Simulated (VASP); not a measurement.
LiH (zincblende type), 2 atoms in the cell. Symmetry: F-43m, No. 216, cubic system. The conventional cell has a = 4.290 Å, b = 4.290 Å, c = 4.290 Å, α = 90.00°, β = 90.00°, γ = 90.00°. Within 2.5 Å of Li (site symmetry -43m) lie 4 H at 1.86 Å. H (site symmetry -43m) has 4 Li at 1.86 Å within 2.5 Å. 

| Property | Result |
| --- | --- |
| Program | VASP 6.6.1 |
| Task | single point |
| Functional | PBE |
| Potentials or basis | VASP PAW PBE potentials, release 64 (Li_sv, H) |
| Cutoff | 520 eV |
| k mesh | 13 × 13 × 13 |
| Occupations | fermi-dirac, width 0.05 eV |
| Spin | no spin polarisation |
| Dipole correction | no |
| Further INCAR settings | ALGO = Normal; EDIFF = 1e-06; NBANDS = 9 |

Potentials or basis: VASP PAW PBE potentials, release 64 (Li_sv, H).

The run is started by

```sh
$ cat potpaw_PBE.64/Li_sv/POTCAR potpaw_PBE.64/H/POTCAR > POTCAR
$ mpirun -np 1 vasp_std > vasp.out
```

Hardware: 1 thread of Intel(R) Xeon(R) Platinum 8488C (Sapphire Rapids), on a shared host.

Problem. Estimate the wall time of this run.

Solution. It took 6 s on 1 thread of Intel(R) Xeon(R) Platinum 8488C (Sapphire Rapids), on a shared host, peak memory 0.14 GiB. Counts: scf iterations 11, k points 84.
